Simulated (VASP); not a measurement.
Here is a VASP 6.6.1 calculation.

File INCAR:

```
SYSTEM = CuI
PREC     = Accurate       ! precision mode
ENCUT    = 520            ! plane-wave cutoff, eV
EDIFF    = 1E-6           ! SCF threshold, eV
ISMEAR   = 0              ! smearing method
SIGMA    = 0.1            ! smearing width, eV
LREAL    = .False.        ! projectors in reciprocal space
LASPH    = .True.         ! aspherical terms in the spheres
NELM     = 100            ! most SCF steps
ALGO     = Normal         ! electronic algorithm
ISIF     = 2              ! what is computed and relaxed
LWAVE    = .False.        ! write WAVECAR
LCHARG   = .True.         ! write CHGCAR
LDIPOL   = .True.       
IDIPOL   = 3            
DIPOL    = 0.5 0.5 0.294
GGA      = PE             ! functional
LELF     = .True.         ! ELF
LVHAR    = .True.       
LVACPOTAV= .True.       
NBANDS   = 16             ! bands
```

File KPOINTS:

```
regular mesh
0
Gamma
  14 14 1
  0 0 0
```

Contents of POSCAR:

```
CuI
1.0
    3.8376715446      0.0610116489      0.0000000000
   -0.0757303111      3.8374093117      0.0000000000
    0.0000000000      0.0000000000     23.8000000000
Cu I
1 1
Direct
    0.5000000000      0.5000000000      0.2941176471
    0.0000000000      0.0000000000      0.2941176471
```

Potentials or basis: VASP PAW PBE potentials, release 64 (Cu, I).

Command:

```console
$ cat potpaw_PBE.64/Cu/POTCAR potpaw_PBE.64/I/POTCAR > POTCAR
$ mpirun -np 1 vasp_std > vasp.out
```

(1) Predict the band gap on the k mesh.

## Answers

(1) zero (bands 9 and 10 overlap by 0.95 eV).

Caveat: spin-orbit coupling is left out, which moves the levels of the heavy elements.
